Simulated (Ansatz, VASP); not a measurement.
## WS in VASP and in Ansatz

The input INCAR:

```
SYSTEM = WS
PREC     = Accurate       ! precision mode
ENCUT    = 520            ! plane-wave cutoff, eV
EDIFF    = 1E-6           ! SCF threshold, eV
ISMEAR   = 0              ! smearing method
SIGMA    = 0.1            ! smearing width, eV
LREAL    = .False.        ! projectors in reciprocal space
LASPH    = .True.         ! aspherical terms in the spheres
NELM     = 150            ! most SCF steps
ALGO     = Normal         ! electronic algorithm
ISIF     = 2              ! what is computed and relaxed
LWAVE    = .False.        ! write WAVECAR
LCHARG   = .True.         ! write CHGCAR
LMAXMIX  = 4              ! l up to which the mixer works
LDAU     = .True.         ! DFT+U
LDAUTYPE = 2            
LDAUL    = 2 -1           ! shell
LDAUU    = 6.2 0          ! U, eV
LDAUJ    = 0 0          
LDAUPRINT= 1            
GGA      = PE             ! functional
LELF     = .True.         ! ELF
LVHAR    = .True.       
NBANDS   = 17             ! bands
```

File KPOINTS:

```
Automatic mesh
0
Gamma
  14 14 14
  0 0 0
```

Contents of POSCAR:

```
WS
1.0
    0.0000000000      2.8975125585      2.8975125585
    2.8975125585      0.0000000000      2.8975125585
    2.8975125585      2.8975125585      0.0000000000
W S
1 1
Direct
    0.0000000000      0.0000000000      0.0000000000
    0.5000000000      0.5000000000      0.5000000000
```

Input for Ansatz:

```yaml
crystal:
  lattice:
    - [0.0, 2.8975125585, 2.8975125585]
    - [2.8975125585, 0.0, 2.8975125585]
    - [2.8975125585, 2.8975125585, 0.0]
  atoms:
    - { symbol: W, position: [0.0, 0.0, 0.0] }
    - { symbol: S, position: [0.5, 0.5, 0.5] }
basis:
  ecutwfc: 420
kpoints:
  mp_grid: { grid: [14, 14, 14] }
hamiltonian:
  xc: pbe
  hubbard: { sites: [{ species: W, l: d, u_eff: 6.2 }] }
scf:
  occupations: { method: gaussian, width: 0.1 }
output:
  forces: true
  stress: true
  eigenvalues: true
  write_density: true
  write_potential: true
  elf: true
  volumetric_format: npy
```

Alike in both runs: task single point; functional PBE; k mesh 14 × 14 × 14; occupations gaussian, width 0.1 eV; no spin polarisation; Hubbard terms W d U = 6.2 eV.

|  | VASP | Ansatz |
| --- | --- | --- |
| version | VASP 6.6.1 | Ansatz 0.2.0 |
| potentials or method | VASP PAW PBE potentials, release 64 (W_sv, S), cutoff 520 eV | scalar-relativistic, plane waves, PAW |
| valence electrons in the cell | 20 | 20 |

|  | VASP | Ansatz | Ansatz less VASP |
| --- | --- | --- | --- |
| gap on the k mesh at the Fermi level (eV) | none | none | - |
| pressure (GPa) | -22.9 | -21.2 | +1.69 |

The programs project onto different local orbitals, so the same U acts differently, and such runs can settle in different states. A gap of «none» marks a metal or a gap that the smearing closes. Ansatz's warnings: filled band counts differ across k points.

Neither program's run includes spin-orbit coupling.
